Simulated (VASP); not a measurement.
# BeS (P6_3/mmc) in VASP: notebook

The runs below take BeS through single point, with PBE, r2SCAN, HSE06.

Everything below comes from runs of VASP 6.6.1. Logs are shortened: lines on timing, memory, paths and dates and some standing lists are left out, and cuts for length are marked.

### Step 1. The cell of the first run

The structure is hexagonal, space group P6_3/mmc (No. 194). Conventional cell: a = 3.462 Å, b = 3.462 Å, c = 6.992 Å, α = 90.00°, β = 90.00°, γ = 120.00°. Within 2.6 Å of Be (site symmetry -6m2) lie 3 S at 2.00 Å. Within 2.6 Å of S (site symmetry -6m2) lie 3 Be at 2.00 Å.

### Step 2. Single point, PBE

File INCAR:

```
SYSTEM = BeS
  ALGO = Normal
  EDIFF = 1E-6
  ENCUT = 520
  GGA = PE
  ISIF = 2
  ISMEAR = 0
  LASPH = .TRUE.
  LCHARG = .FALSE.
  LREAL = .FALSE.
  LWAVE = .FALSE.
  NBANDS = 16
  NELM = 80
  PREC = Accurate
  SIGMA = 0.01
```

File KPOINTS:

```
k-points
0
G
  6 6 2
  0 0 0
```

File POSCAR:

```
BeS
1.0
    3.4621570637      0.0000000000      0.0000000000
   -1.7310785319      2.9983159691      0.0000000000
    0.0000000000      0.0000000000      6.9924321555
Be S
2 2
Direct
    0.3333333333      0.6666666667      0.2500000000
    0.6666666667      0.3333333333      0.7500000000
    0.6666666667      0.3333333333      0.2500000000
    0.3333333333      0.6666666667      0.7500000000
```

Potentials or basis: VASP PAW PBE potentials, release 64 (Be, S).

Run with:

```bash
$ cat potpaw_PBE.64/Be/POTCAR potpaw_PBE.64/S/POTCAR > POTCAR
$ mpirun -np 1 vasp_std > vasp.out
```

OUTCAR:

```text
SYSTEM = BeS
   EDIFF = 1E-6
   ENCUT = 520
   GGA = PE
   ISIF = 2
   ISMEAR = 0
   LASPH = .TRUE.
   LREAL = .FALSE.
   NELM = 80
   PREC = Accurate

 ion  position               nearest neighbor table
   1  0.333  0.667  0.250-   3 2.00   3 2.00   3 2.00
   2  0.667  0.333  0.750-   4 2.00   4 2.00   4 2.00
   3  0.667  0.333  0.250-   1 2.00   1 2.00   1 2.00
   4  0.333  0.667  0.750-   2 2.00   2 2.00   2 2.00

  LATTYP: Found a hexagonal cell.
 ALAT       =     3.4621570637
 C/A-ratio  =     2.0196750254

  Lattice vectors:

 A1 = (   3.4621570637,   0.0000000000,   0.0000000000)
 A2 = (  -1.7310785319,   2.9983159691,   0.0000000000)
 A3 = (   0.0000000000,   0.0000000000,   6.9924321555)

Analysis of symmetry for initial positions (statically):
=====================================================================
 Subroutine PRICEL returns:
 Original cell was already a primitive cell.

 Routine SETGRP: Setting up the symmetry group for a
 hexagonal supercell.

 Subroutine GETGRP returns: Found 24 space group operations
 (whereof 12 operations were pure point group operations)
 out of a pool of 24 trial point group operations.

The static configuration has the point symmetry D_3d.
 The point group associated with its full space group is D_6h.

Analysis of symmetry for dynamics (positions and initial velocities):
=====================================================================
 Subroutine PRICEL returns:
 Original cell was already a primitive cell.

 Routine SETGRP: Setting up the symmetry group for a
 hexagonal supercell.

 Subroutine GETGRP returns: Found 24 space group operations
 (whereof 12 operations were pure point group operations)
 out of a pool of 24 trial point group operations.

The dynamic configuration has the point symmetry D_3d.
 The point group associated with its full space group is D_6h.

 Subroutine INISYM returns: Found 24 space group operations
 (whereof 12 operations are pure point group operations),
 and found     1 'primitive' translations

----------------------------------------------------------------------------------------

                                     Primitive cell

  volume of cell :      72.5859
[... 79 lines left out ...]
   LASPH  =      T    aspherical Exc in radial PAW
   ENCUT  =  520.0 eV  38.22 Ry    6.18 a.u.   6.44  6.44 13.00*2*pi/ulx,y,z
   NELM   =     80;   NELMIN=  2; NELMDL= -5     # of ELM steps
   EDIFF  = 0.1E-05   stopping-criterion for ELM
   LREAL  =      F    real-space projection
   EDIFFG = 0.1E-04   stopping-criterion for IOM
   NSW    =      0    number of steps for IOM
   IBRION =     -1    ionic relax: 0-MD 1-quasi-New 2-CG
   NFREE  =      0    steps in history (QN), initial steepest desc. (CG)
   ISIF   =      2    stress and relaxation
   ISYM   =      2    0-nonsym 1-usesym 2-fastsym
   POTIM  = 0.5000    time-step for ionic-motion
   TEBEG  =    0.0;   TEEND  =   0.0 temperature during run
   PSTRESS=    0.0 pullay stress
   NELECT =      16.0000    total number of electrons
   NUPDOWN=      -1.0000    fix difference up-down
   EMIN   =  10.00;   EMAX   =-10.00  energy-range for DOS
   EFERMI =   0.00;   METHOD = LEGACY
   ISMEAR =     0;   SIGMA  =   0.01  broadening in eV -4-tet -1-fermi 0-gaus
   EFERMI_NEDOS =   21; number of points for ismear=-14 and -15
   IALGO  =     38    algorithm
   IMIX   =      4    mixing-type and parameters
     AMIX     =   0.40;   BMIX     =  1.00
     AMIX_MAG =   1.60;   BMIX_MAG =  1.00
  volume/ion in A,a.u.               =      18.15       122.46
  Fermi-wavevector in a.u.,A,eV,Ry     =   0.988927  1.868800 13.306166  0.977976
  Thomas-Fermi vector in A             =   2.120488
   LORBIT       =      0    0 simple, 1 ext, 2 COOP (PROOUT), +10 PAW based schemes
   GGA     = PE    functional components
   LHFCALC =     F    Hartree Fock is set to
   AEXX    =    0.0000 exact exchange contribution
   IVDW    =     0    specifies the selected vdW correction
   LEPSILON=     F    determine dielectric tensor
   LRPA    =     F    only Hartree local field effects (RPA)
 non-spin polarized calculation
 Gauss-broadening in eV      SIGMA  =   0.01
  energy-cutoff  :      520.00
  volume of cell :       72.59
 maximum number of plane-waves:      1986
 NGX is ok and might be reduce to    28
   NGX = 13   NGY = 13   NGZ = 27

 number of electron      16.0000001 magnetization

 Free energy of the ion-electron system (eV)
  ---------------------------------------------------
  ext. energy  EPLUGINS =         0.00000000
  ---------------------------------------------------
  free energy    TOTEN  =       -19.22921693 eV

  energy without entropy =      -19.22921693  energy(sigma->0) =      -19.22921693

 E-fermi :   1.6799     XC(G=0):  -8.5486

 val. band max:        1.6289459557   @ k =   0.3333   0.1667   0.0000
 cond. band min:       5.8109971607   @ k =   0.5000  -0.0000   0.5000
 fundamental gap:      4.1820512050
 Fermi energy:         1.6799317811

 k-point     1 :       0.0000    0.0000    0.0000
  band No.  band energies     occupation
      1     -10.8816      2.00000
      2     -10.4459      2.00000
      3      -1.8194      2.00000
      4       0.8379      2.00000
      5       0.8379      2.00000
      6       1.0182      2.00000
[... 243 lines left out ...]
      3      -2.3280      2.00000
      4      -2.3280      2.00000
      5      -2.2530      2.00000
      6      -2.2530      2.00000
[... 8 lines left out ...]
     15      11.7961      0.00000
     16      11.7961      0.00000

------------------------ aborting loop because EDIFF is reached ----------------------------------------

  FORCE on cell =-STRESS in cart. coord.  units (eV):
  Direction    XX          YY          ZZ          XY          YZ          ZX
  --------------------------------------------------------------------------------------
  -------------------------------------------------------------------------------------
  Total        0.2274848      0.2274848      0.2222164     -0.0000000     -0.0000000     -0.0000000
  in kB        5.0212346      5.0212346      4.9049474     -0.0000000     -0.0000000     -0.0000000
  external PRESSURE =       4.9824722 kB  Pullay stress =       0.0000000 kB

 VOLUME and BASIS-vectors are now :
 -----------------------------------------------------------------------------
  energy-cutoff  :      520.00
  volume of cell :       72.59
      direct lattice vectors                 reciprocal lattice vectors
     3.462157064  0.000000000  0.000000000     0.288837272  0.166760276  0.000000000
    -1.731078532  2.998315969  0.000000000     0.000000000  0.333520553  0.000000000
     0.000000000  0.000000000  6.992432156     0.000000000  0.000000000  0.143011756

 POSITION                                       TOTAL-FORCE (eV/Angst)
 -----------------------------------------------------------------------------------
     -0.00000      1.99888      1.74811        -0.000000     -0.000000      0.000000
      1.73108      0.99944      5.24432         0.000000     -0.000000      0.000000
      1.73108      0.99944      1.74811        -0.000000      0.000000      0.000000
     -0.00000      1.99888      5.24432         0.000000     -0.000000      0.000000
 -----------------------------------------------------------------------------------
    total drift:                               -0.000000      0.000000     -0.000000

  FREE ENERGIE OF THE ION-ELECTRON SYSTEM (eV)
  ---------------------------------------------------
  free  energy   TOTEN  =       -19.2292169296 eV

  energy  without entropy=      -19.2292169296  energy(sigma->0) =      -19.22921693
```

OSZICAR:

```text
N       E                     dE             d eps       ncg     rms          rms(c)
DAV:   1     0.610178009334E+02    0.61018E+02   -0.63451E+03   448   0.828E+02
DAV:   2    -0.146668028924E+02   -0.75685E+02   -0.67494E+02   680   0.153E+02
DAV:   3    -0.196958084763E+02   -0.50290E+01   -0.50088E+01   576   0.445E+01
DAV:   4    -0.197614389526E+02   -0.65630E-01   -0.65562E-01   600   0.587E+00
DAV:   5    -0.197628211376E+02   -0.13822E-02   -0.13821E-02   576   0.893E-01    0.727E+00
DAV:   6    -0.193190500164E+02    0.44377E+00   -0.45064E-01   528   0.324E+00    0.519E+00
DAV:   7    -0.192261499392E+02    0.92900E-01   -0.39755E-01   568   0.316E+00    0.184E+00
DAV:   8    -0.192293157301E+02   -0.31658E-02   -0.22804E-02   568   0.913E-01    0.229E-01
DAV:   9    -0.192288035001E+02    0.51223E-03   -0.21136E-03   552   0.287E-01    0.713E-02
DAV:  10    -0.192291788961E+02   -0.37540E-03   -0.47960E-04   544   0.130E-01    0.236E-02
DAV:  11    -0.192292106388E+02   -0.31743E-04   -0.37347E-05   616   0.386E-02    0.300E-02
DAV:  12    -0.192292172154E+02   -0.65766E-05   -0.82007E-06   528   0.162E-02    0.107E-02
DAV:  13    -0.192292169296E+02    0.28578E-06   -0.16891E-07   504   0.280E-03
   1 F= -.19229217E+02 E0= -.19229217E+02  d E =-.537923E-14
```

It used 26 s of CPU time on 1 thread of AMD EPYC 7R13 Processor (Zen 3), with other jobs on the host.

Results:

| Item | Value |
| --- | --- |
| Free energy | -19.2292 eV |
| Pressure | 0.5 GPa |
| Band gap on the k mesh | 4.18 eV, indirect (least direct gap 4.32 eV) |

Levels at points of the mesh, in eV from the valence-band top:
| k point | band 6 | band 7 | band 8 | band 9 | band 10 | band 11 |
| --- | --- | --- | --- | --- | --- | --- |
| (0.00, 0.00, 0.00) | -0.61 | -0.60 | -0.60 | 4.90 | 6.25 | 6.25 |
| (0.50, 0.00, 0.00) | -1.95 | -1.23 | -0.11 | 4.22 | 4.99 | 5.52 |
| (0.00, 0.00, 0.50) | -0.70 | -0.70 | -0.70 | 6.28 | 6.28 | 6.42 |
| (0.50, 0.00, 0.50) | -2.09 | -0.49 | -0.49 | 4.18 | 4.18 | 5.35 |

Caveat: the k points lie up to 0.45 Å⁻¹ apart.

### Step 3. Single point, PBE

File INCAR:

```
PREC = Accurate
ENCUT = 520
EDIFF = 1E-7
ISMEAR = 0
SIGMA = 0.01
LREAL = False
LASPH = True
NELM = 60
ALGO = Normal
ISIF = 2
LWAVE = False
LCHARG = False
GGA = PE
NBANDS = 16
```

File KPOINTS:

```
regular mesh
0
Gamma
  6 6 4
```

POSCAR is that of step 2.

Potentials or basis: VASP PAW PBE potentials, release 64 (Be, S).

Run with:

```bash
$ cat potpaw_PBE.64/Be/POTCAR potpaw_PBE.64/S/POTCAR > POTCAR
$ mpirun -np 1 vasp_std > vasp.out
```

It used 69 s of CPU time on 1 thread of AMD EPYC 7R13 Processor (Zen 3) (shared host).

The run converged. Its results:

- Free energy: -19.2295 eV
- Pressure: 0.5 GPa
- Band gap on the k mesh: 3.99 eV, indirect (least direct gap 4.14 eV)

Levels at points of the mesh, in eV from the valence-band top:
| k point | band 6 | band 7 | band 8 | band 9 | band 10 | band 11 |
| --- | --- | --- | --- | --- | --- | --- |
| (0.00, 0.00, 0.00) | -0.61 | -0.60 | -0.60 | 4.90 | 6.25 | 6.25 |
| (0.50, 0.00, 0.00) | -1.95 | -1.23 | -0.11 | 4.22 | 4.99 | 5.52 |
| (0.00, 0.00, 0.50) | -0.70 | -0.70 | -0.70 | 6.28 | 6.28 | 6.42 |
| (0.50, 0.00, 0.50) | -2.09 | -0.49 | -0.49 | 4.18 | 4.18 | 5.35 |

### Step 4. Single point, r2SCAN

POSCAR is that of step 3.

File INCAR.step1:

```
PREC = Accurate
ENCUT = 520
ISMEAR = 0
SIGMA = 0.01
LREAL = False
LASPH = True
NELM = 80
NBANDS = 16
GGA = PE
ALGO = Normal
EDIFF = 1E-4
LWAVE = True
LCHARG = False
```

File INCAR.step2:

```
PREC = Accurate
ENCUT = 520
EDIFF = 1E-6
ISMEAR = 0
SIGMA = 0.01
LREAL = False
LASPH = True
NELM = 80
ALGO = Normal
ISIF = 2
LWAVE = False
LCHARG = False
METAGGA = R2SCAN
LMIXTAU = True
NBANDS = 16
ISTART = 1
```

File KPOINTS:

```
regular mesh
0
Gamma
  6 6 2
```

Run with:

```bash
$ cat potpaw_PBE.64/Be/POTCAR potpaw_PBE.64/S/POTCAR > POTCAR
$ cp INCAR.step1 INCAR
$ mpirun -np 1 vasp_std > vasp.out
$ cp INCAR.step2 INCAR
$ mpirun -np 1 vasp_std > vasp.out
```

It used 130 s of CPU time on 1 thread of AMD EPYC 7R13 Processor (Zen 3) (shared host).

Results (log left out):

* Free energy: -28.7845 eV
* Pressure: -0.1 GPa
* Band gap on the k mesh: 4.70 eV, indirect (least direct gap 4.84 eV)

Levels at points of the mesh, in eV from the valence-band top:
| k point | band 6 | band 7 | band 8 | band 9 | band 10 | band 11 |
| --- | --- | --- | --- | --- | --- | --- |
| (0.00, 0.00, 0.00) | -0.61 | -0.61 | -0.61 | 5.55 | 6.82 | 6.82 |
| (0.50, 0.00, 0.00) | -1.99 | -1.23 | -0.11 | 4.73 | 5.53 | 6.12 |
| (0.00, 0.00, 0.50) | -0.71 | -0.71 | -0.71 | 7.00 | 7.00 | 7.00 |
| (0.50, 0.00, 0.50) | -2.14 | -0.49 | -0.49 | 4.70 | 4.70 | 5.92 |

Caveat: the k points lie up to 0.45 Å⁻¹ apart; the PAW data sets were made with another functional, which shifts forces and pressure a little. A k mesh can miss the band edges.

### Step 5. Single point, HSE06

POSCAR is that of step 4.

File INCAR.step1:

```
SYSTEM = BeS
PREC     = Accurate       ! precision mode
ENCUT    = 520            ! plane-wave cutoff, eV
EDIFF    = 1E-5           ! SCF threshold, eV
ISMEAR   = 0              ! smearing method
SIGMA    = 0.01           ! smearing width, eV
LREAL    = .False.        ! projectors in reciprocal space
LASPH    = .True.         ! aspherical terms in the spheres
NELM     = 60             ! most SCF steps
ALGO     = Normal         ! electronic algorithm
ISIF     = 2              ! what is computed and relaxed
LWAVE    = .True.         ! write WAVECAR
NBANDS   = 16             ! bands
GGA      = PE             ! functional
```

File INCAR.step2:

```
SYSTEM = BeS
PREC     = Accurate       ! precision mode
ENCUT    = 520            ! plane-wave cutoff, eV
EDIFF    = 1E-7           ! SCF threshold, eV
ISMEAR   = 0              ! smearing method
SIGMA    = 0.01           ! smearing width, eV
LREAL    = .False.        ! projectors in reciprocal space
LASPH    = .True.         ! aspherical terms in the spheres
NELM     = 60             ! most SCF steps
ALGO     = Normal         ! electronic algorithm
ISIF     = 2              ! what is computed and relaxed
LWAVE    = .False.        ! write WAVECAR
LCHARG   = .True.         ! write CHGCAR
GGA      = PE             ! functional
LHFCALC  = .True.         ! exact exchange
HFSCREEN = 0.2079         ! screening, 1/A
PRECFOCK = Normal       
LELF     = .True.         ! ELF
LVHAR    = .True.       
NBANDS   = 16             ! bands
ISTART   = 1
```

File KPOINTS:

```
Automatic mesh
0
Gamma
  6 6 2
  0 0 0
```

Run with:

```bash
$ cat potpaw_PBE.64/Be/POTCAR potpaw_PBE.64/S/POTCAR > POTCAR
$ cp INCAR.step1 INCAR
$ mpirun -np 1 vasp_std > vasp.out
$ cp INCAR.step2 INCAR
$ mpirun -np 1 vasp_std > vasp.out
```

Run time: 34 min. Hardware: 1 thread of AMD EPYC 7R13 (Zen 3), shared host; peak memory 0.27 GiB.

It converged, with:

| Quantity | Value |
| --- | --- |
| Free energy | -21.9270 eV |
| Pressure | -0.5 GPa |
| Band gap on the k mesh | 5.25 eV, indirect (least direct gap 5.40 eV) |

Stress tensor (GPa, compression positive):
```
-0.84  0.00  0.00
 0.00 -0.84  0.00
 0.00  0.00  0.27
```

Levels at points of the mesh, in eV from the valence-band top:
| k point | band 6 | band 7 | band 8 | band 9 | band 10 | band 11 |
| --- | --- | --- | --- | --- | --- | --- |
| (0.00, 0.00, 0.00) | -0.67 | -0.62 | -0.62 | 5.99 | 7.52 | 7.52 |
| (0.50, 0.00, 0.00) | -2.09 | -1.31 | -0.11 | 5.29 | 6.12 | 6.70 |
| (0.00, 0.00, 0.50) | -0.73 | -0.73 | -0.73 | 7.55 | 7.55 | 7.71 |
| (0.50, 0.00, 0.50) | -2.24 | -0.53 | -0.53 | 5.25 | 5.25 | 6.51 |

Caveat: the k points lie up to 0.45 Å⁻¹ apart; the PAW data sets were made with another functional, which shifts forces and pressure a little. A k mesh can miss the band edges.

### Step 6. Summary

| level | k mesh | grid for exact exchange (PRECFOCK) | screening parameter | gap on the mesh (eV) | pressure (GPa) |
| --- | --- | --- | --- | --- | --- |
| PBE | 6 × 6 × 2 | - | - | 4.18 | 0.5 |
| PBE | 6 × 6 × 4 | - | - | 3.99 | 0.5 |
| r2SCAN | 6 × 6 × 2 | - | - | 4.70 | -0.1 |
| HSE06 | 6 × 6 × 2 | Normal | 0.2079 1/Å | 5.25 | -0.5 |

Alike in all rows: task single point; potentials or basis VASP PAW PBE potentials, release 64 (Be, S); no spin polarisation; cell as given; cutoff (eV) 520; smearing gaussian 0.01 eV.

Caveats: some runs use coarse meshes; the PAW data sets were made with another functional, which shifts forces and pressure a little (some runs).

Absolute energies hang on the potentials; compare differences alone.
